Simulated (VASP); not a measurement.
# Ga (Im-3m) in VASP: further runs, part 2 of 2

VASP 6.6.1.

### 3 Single point, PBEsol (volume scaled by 0.88)

The input, INCAR:

```
SYSTEM = Ga
ALGO = Normal
EDIFF = 1E-6
ENCUT = 500
GGA = PS
GGA_COMPAT = .False.
ISIF = 2
ISMEAR = -1
LASPH = .True.
LCHARG = .False.
LREAL = .False.
LWAVE = .False.
NBANDS = 12
NELM = 120
PREC = Accurate
SIGMA = 0.1
```

The input, KPOINTS:

```
k-points
0
Gamma
  15 15 15
  0 0 0
```

The input, POSCAR:

```
Ga
1.0
   -1.5815570152      1.5815570152      1.5815570152
    1.5815570152     -1.5815570152      1.5815570152
    1.5815570152      1.5815570152     -1.5815570152
Ga
1
Direct
    0.0000000000      0.0000000000      0.0000000000
```

Potentials or basis: VASP PAW PBE potentials, release 64 (Ga_d).

Launch:

```sh
cat potpaw_PBE.64/Ga_d/POTCAR > POTCAR
mpirun -np 1 vasp_std > vasp.out
```

OUTCAR:

```text
SYSTEM = Ga
   EDIFF = 1E-6
   ENCUT = 500
   GGA = PS
   ISIF = 2
   ISMEAR = -1
   LASPH = .True.
   LREAL = .False.
   NELM = 120
   PREC = Accurate

 ion  position               nearest neighbor table
   1  0.000  0.000  0.000-

  LATTYP: Found a body centered cubic cell.
 ALAT       =     3.1631140304

  Lattice vectors:

 A1 = (  -1.5815570152,   1.5815570152,   1.5815570152)
 A2 = (   1.5815570152,  -1.5815570152,   1.5815570152)
 A3 = (   1.5815570152,   1.5815570152,  -1.5815570152)

Analysis of symmetry for initial positions (statically):
=====================================================================
 Subroutine PRICEL returns:
 Original cell was already a primitive cell.

 Routine SETGRP: Setting up the symmetry group for a
 body centered cubic supercell.

 Subroutine GETGRP returns: Found 48 space group operations
[... 9 lines left out ...]

 Routine SETGRP: Setting up the symmetry group for a
 body centered cubic supercell.

 Subroutine GETGRP returns: Found 48 space group operations
[... 11 lines left out ...]
                                     Primitive cell

  volume of cell :      15.8239

  direct lattice vectors                    reciprocal lattice vectors
    -1.581557015  1.581557015  1.581557015     0.000000000  0.316144151  0.316144151
     1.581557015 -1.581557015  1.581557015     0.316144151  0.000000000  0.316144151
     1.581557015  1.581557015 -1.581557015     0.316144151  0.316144151  0.000000000

  length of vectors
     2.739337105  2.739337105  2.739337105     0.447095346  0.447095346  0.447095346

  position of ions in fractional coordinates (direct lattice)
     0.000000000  0.000000000  0.000000000

  ion indices of the primitive-cell ions
   primitive index   ion index
                 1           1

----------------------------------------------------------------------------------------

 KPOINTS: k-points

Automatic generation of k-mesh.
 Grid dimensions read from file:
 generate k-points for:   15   15   15

 Generating k-lattice:

  Cartesian coordinates                     Fractional coordinates (reciprocal lattice)
     0.000000000  0.021076277  0.021076277     0.066666667  0.000000000  0.000000000
     0.021076277  0.000000000  0.021076277     0.000000000  0.066666667  0.000000000
     0.021076277  0.021076277  0.000000000     0.000000000  0.000000000  0.066666667

  Length of vectors
     0.029806356  0.029806356  0.029806356

  Shift w.r.t. Gamma in fractional coordinates (k-lattice)
     0.000000000  0.000000000  0.000000000

 Subroutine IBZKPT returns following result:
 ===========================================

 Found    120 irreducible k-points:

 Following reciprocal coordinates:
            Coordinates               Weight
  0.000000  0.000000  0.000000      1.000000
  0.066667  0.000000  0.000000     12.000000
  0.133333  0.000000  0.000000     12.000000
  0.200000  0.000000  0.000000     12.000000
  0.266667  0.000000  0.000000     12.000000
  0.333333  0.000000  0.000000     12.000000
[... 16 lines left out ...]
  0.333333  0.200000 -0.000000     48.000000
  0.400000  0.200000 -0.000000     24.000000
 [... further k-points ...]
   k-points           NKPTS =    120   k-points in BZ     NKDIM =    120   number of bands    NBANDS=     12
   number of dos      NEDOS =    301   number of ions     NIONS =      1
   total plane-waves  NPLWV =   8000
   dimension x,y,z NGX =    20 NGY =   20 NGZ =   20
   dimension x,y,z NGXF=    40 NGYF=   40 NGZF=   40
   ions per type =               1
   NGX,Y,Z   is equivalent  to a cutoff of  12.14, 12.14, 12.14 a.u.
   NGXF,Y,Z  is equivalent  to a cutoff of  24.28, 24.28, 24.28 a.u.
 SYSTEM =  Ga
   PREC   = accura    normal or accurate (medium, high low for compatibility)
   ISTART =      0    job   : 0-new  1-cont  2-samecut
   ICHARG =      2    charge: 1-file 2-atom 10-const
   ISPIN  =      1    spin polarized calculation?
   LNONCOLLINEAR =      F non collinear calculations
   LSORBIT =      F    spin-orbit coupling
   LASPH  =      T    aspherical Exc in radial PAW
   ENCUT  =  500.0 eV  36.75 Ry    6.06 a.u.   4.99  4.99  4.99*2*pi/ulx,y,z
   NELM   =    120;   NELMIN=  2; NELMDL= -5     # of ELM steps
   EDIFF  = 0.1E-05   stopping-criterion for ELM
   LREAL  =      F    real-space projection
   EDIFFG = 0.1E-04   stopping-criterion for IOM
   NSW    =      0    number of steps for IOM
   IBRION =     -1    ionic relax: 0-MD 1-quasi-New 2-CG
   NFREE  =      0    steps in history (QN), initial steepest desc. (CG)
   ISIF   =      2    stress and relaxation
   ISYM   =      2    0-nonsym 1-usesym 2-fastsym
   POTIM  = 0.5000    time-step for ionic-motion
   TEBEG  =    0.0;   TEEND  =   0.0 temperature during run
   PSTRESS=    0.0 pullay stress
   NELECT =      13.0000    total number of electrons
   NUPDOWN=      -1.0000    fix difference up-down
   EMIN   =  10.00;   EMAX   =-10.00  energy-range for DOS
   EFERMI =   0.00;   METHOD = LEGACY
   ISMEAR =    -1;   SIGMA  =   0.10  broadening in eV -4-tet -1-fermi 0-gaus
   EFERMI_NEDOS =   21; number of points for ismear=-14 and -15
   IALGO  =     38    algorithm
   IMIX   =      4    mixing-type and parameters
     AMIX     =   0.40;   BMIX     =  1.00
     AMIX_MAG =   1.60;   BMIX_MAG =  1.00
  volume/ion in A,a.u.               =      15.82       106.79
  Fermi-wavevector in a.u.,A,eV,Ry     =   1.533267  2.897454 31.986038  2.350907
  Thomas-Fermi vector in A             =   2.640358
   LORBIT       =      0    0 simple, 1 ext, 2 COOP (PROOUT), +10 PAW based schemes
   GGA     = PS    functional components
   LHFCALC =     F    Hartree Fock is set to
   AEXX    =    0.0000 exact exchange contribution
   IVDW    =     0    specifies the selected vdW correction
   LEPSILON=     F    determine dielectric tensor
   LRPA    =     F    only Hartree local field effects (RPA)
 non-spin polarized calculation
  energy-cutoff  :      500.00
  volume of cell :       15.82
 maximum number of plane-waves:       417
   NGX =  9   NGY =  9   NGZ =  9

 number of electron      13.0000007 magnetization

 Free energy of the ion-electron system (eV)
  ---------------------------------------------------
  ext. energy  EPLUGINS =         0.00000000
  ---------------------------------------------------
  free energy    TOTEN  =        -3.25791421 eV

  energy without entropy =       -3.24555630  energy(sigma->0) =       -3.25173525

 E-fermi :   7.2076     XC(G=0): -12.0653

 val. band max:        7.1931774045   @ k =  -0.4000   0.4000   0.2000
 cond. band min:       7.2300802089   @ k =   0.2667   0.2667   0.0667
 fundamental gap:      0.0369028044
 Fermi energy:         7.2075673742

 k-point     1 :       0.0000    0.0000    0.0000
  band No.  band energies     occupation
      1      -7.9045      2.00000
      2      -7.9045      2.00000
      3      -7.9045      2.00000
      4      -7.6199      2.00000
      5      -7.6199      2.00000
      6      -5.3255      2.00000
      7      22.0505      0.00000
      8      22.0505      0.00000
      9      22.0505      0.00000
     10      26.0610      0.00000
     11      26.0610      0.00000
     12      26.0610      0.00000

 k-point     2 :       0.0667    0.0000    0.0000
  band No.  band energies     occupation
      1      -7.9105      2.00000
      2      -7.9012      2.00000
      3      -7.8855      2.00000
      4      -7.6259      2.00000
      5      -7.6198      2.00000
      6      -5.1881      2.00000
      7      20.5958      0.00000
      8      21.2508      0.00000
      9      21.7300      0.00000
     10      24.3149      0.00000
     11      24.5006      0.00000
     12      25.5774      0.00000

 k-point     3 :       0.1333    0.0000    0.0000
  band No.  band energies     occupation
      1      -7.9274      2.00000
      2      -7.8969      2.00000
      3      -7.8311      2.00000
      4      -7.6412      2.00000
      5      -7.6194      2.00000
      6      -4.7715      2.00000
      7      17.6186      0.00000
      8      19.8108      0.00000
      9      20.8745      0.00000
     10      23.0959      0.00000
     11      23.1983      0.00000
     12      25.4828      0.00000
[... 286 lines left out ...]
 k-point    23 :       0.3333    0.2000   -0.0000
  band No.  band energies     occupation
      1      -8.0154      2.00000
      2      -7.9120      2.00000
      3      -7.6747      2.00000
      4      -7.6410      2.00000
      5      -7.5353      2.00000
      6       1.5801      2.00000
      7       5.7202      2.00000
      8       9.8244      0.00000
      9      15.6440      0.00000
     10      22.7742      0.00000
     11      26.1809      0.00000
     12      28.5738      0.00000

 k-point    24 :       0.4000    0.2000   -0.0000
  band No.  band energies     occupation
      1      -8.0194      2.00000
      2      -7.9156      2.00000
      3      -7.6764      2.00000
      4      -7.6338      2.00000
      5      -7.5279      2.00000
      6       3.4104      2.00000
      7       3.6432      2.00000
      8       9.6742      0.00000
      9      15.5145      0.00000
     10      22.6683      0.00000
     11      27.2554      0.00000
     12      28.3275      0.00000

 [... further k-points ...]
[... 5 lines left out ...]
  --------------------------------------------------------------------------------------
  -------------------------------------------------------------------------------------
  Total        1.0097848      1.0097848      1.0097848      0.0000000      0.0000000     -0.0000000
  in kB      102.2409464    102.2409464    102.2409464      0.0000000      0.0000000     -0.0000000
  external PRESSURE =     102.2409464 kB  Pullay stress =       0.0000000 kB

 VOLUME and BASIS-vectors are now :
 -----------------------------------------------------------------------------
  energy-cutoff  :      500.00
  volume of cell :       15.82
      direct lattice vectors                 reciprocal lattice vectors
    -1.581557015  1.581557015  1.581557015     0.000000000  0.316144151  0.316144151
     1.581557015 -1.581557015  1.581557015     0.316144151  0.000000000  0.316144151
     1.581557015  1.581557015 -1.581557015     0.316144151  0.316144151  0.000000000

 POSITION                                       TOTAL-FORCE (eV/Angst)
 -----------------------------------------------------------------------------------
      0.00000      0.00000      0.00000         0.000000     -0.000000      0.000000
 -----------------------------------------------------------------------------------
    total drift:                                0.000000      0.000000      0.000000

  FREE ENERGIE OF THE ION-ELECTRON SYSTEM (eV)
  ---------------------------------------------------
  free  energy   TOTEN  =        -3.2579142062 eV

  energy  without entropy=       -3.2455562988  energy(sigma->0) =       -3.25173525
```

OSZICAR:

```text
N       E                     dE             d eps       ncg     rms          rms(c)
DAV:   1     0.419755563298E+02    0.41976E+02   -0.65055E+03  3176   0.194E+03
DAV:   2    -0.141551949838E+01   -0.43391E+02   -0.41804E+02  3028   0.257E+02
DAV:   3    -0.330102051065E+01   -0.18855E+01   -0.18783E+01  3312   0.438E+01
DAV:   4    -0.331449447428E+01   -0.13474E-01   -0.13472E-01  3320   0.388E+00
DAV:   5    -0.331463466604E+01   -0.14019E-03   -0.14019E-03  3372   0.380E-01    0.112E+00
DAV:   6    -0.326899997305E+01    0.45635E-01   -0.72543E-02  3444   0.607E+00    0.498E-01
DAV:   7    -0.325925317880E+01    0.97468E-02   -0.10060E-02  3728   0.190E+00    0.139E-01
DAV:   8    -0.325791402614E+01    0.13392E-02   -0.94115E-04  3612   0.539E-01    0.679E-03
DAV:   9    -0.325791420625E+01   -0.18011E-06   -0.77001E-06  3652   0.479E-02
   1 F= -.32579142E+01 E0= -.32517353E+01  d E =-.123579E-01
```

stdout:

```text
POSCAR found type information on POSCAR Ga
 POSCAR found :  1 types and       1 ions
 scaLAPACK will be used
 -----------------------------------------------------------------------------
|                                                                             |
|                                                                             |
|     You enforced a specific xc type in the INCAR file but a different       |
|     I HOPE YOU KNOW WHAT YOU ARE DOING!                                     |
|                                                                             |
 -----------------------------------------------------------------------------

 LDA part: xc-table for (Slater+PW92), standard interpolation
 POSCAR, INCAR and KPOINTS ok, starting setup
 FFT: planning ... GRIDC
 FFT: planning ... GRID_SOFT
 FFT: planning ... GRID
 WAVECAR not read
 entering main loop
```

Run time: 6.7 s. Hardware: 1 thread of Intel Xeon 6975P-C, shared host; peak memory 0.14 GiB.

Results:

```yaml
Free_energy: -3.2579 eV
Pressure: 10.2 GPa
```

Caveat: the PAW data sets were made with another functional, which shifts forces and pressure a little.
